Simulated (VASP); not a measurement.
Wanted: the native input for a VASP 6.6.1 run.

```
Task                   : single point
Functional             : PBE
Potentials or basis    : VASP PAW PBE potentials, release 64 (H, Mo_sv)
Cutoff                 : 520 eV
k mesh                 : 12 × 12 × 8
Occupations            : gaussian, width 0.1 eV
Spin                   : collinear spin
Starting moments       : [0.0, -0.19, 0.0, -0.19, 0.0, 0.0, 0.82] μB
Dipole correction      : no
Further INCAR settings : ALGO = Normal; EDIFF = 1e-06; NBANDS = 23
```

The structure of MoH6 lies in POSCAR:

```
MoH6
1.0
    3.6668184037      0.0000000000      0.0000000000
    0.0000000000      3.6668184037      0.0000000000
    0.0000000000      0.0000000000      4.4194136952
H Mo
6 1
Direct
    0.5000000000      0.0000000000      0.0000000000
    0.5000000000      0.0000000000      0.5000000000
    0.0000000000      0.5000000000      0.0000000000
    0.0000000000      0.5000000000      0.5000000000
    0.0000000000      0.0000000000      0.4011118946
    0.0000000000      0.0000000000      0.5988881054
    0.0000000000      0.0000000000      0.0000000000
```

This cell differs from its parent crystal: atoms taken out.

The input as run:

INCAR

```
  PREC = Accurate
  ENCUT = 520
  EDIFF = 1E-6
  ISMEAR = 0
  SIGMA = 0.1
  LREAL = F
  LASPH = T
  NELM = 150
  ALGO = Normal
  ISIF = 2
  LWAVE = F
  LCHARG = F
  ISPIN = 2
  MAGMOM = 0 -0.19 0 -0.19 0 0 0.82
  LORBIT = 11
  LMAXMIX = 4
  GGA = PE
  NBANDS = 23
```

KPOINTS

```
Automatic mesh
0
Gamma
  12 12 8
```

Potentials or basis: VASP PAW PBE potentials, release 64 (H, Mo_sv).

The run is started by

```sh
$ cat potpaw_PBE.64/H/POTCAR potpaw_PBE.64/Mo_sv/POTCAR > POTCAR
$ mpirun -np 1 vasp_std > vasp.out
```

It gave:

The pressure is -0.1 GPa and the net moment is 1.25 μB per cell. The site moments are H -0.04, -0.24, -0.01 (each value once); Mo +2.08 μB. The valence electrons inside the program's atomic spheres are H 0.58, 0.39, 0.59 (each value once); Mo 12.29.

Caveat: the cell differs from its parent crystal (atoms taken out).

It took 9.4 min on 1 thread of Intel(R) Xeon(R) Platinum 8375C CPU @ 2.90GHz (Ice Lake), with other jobs on the host, peak memory 0.39 GiB.
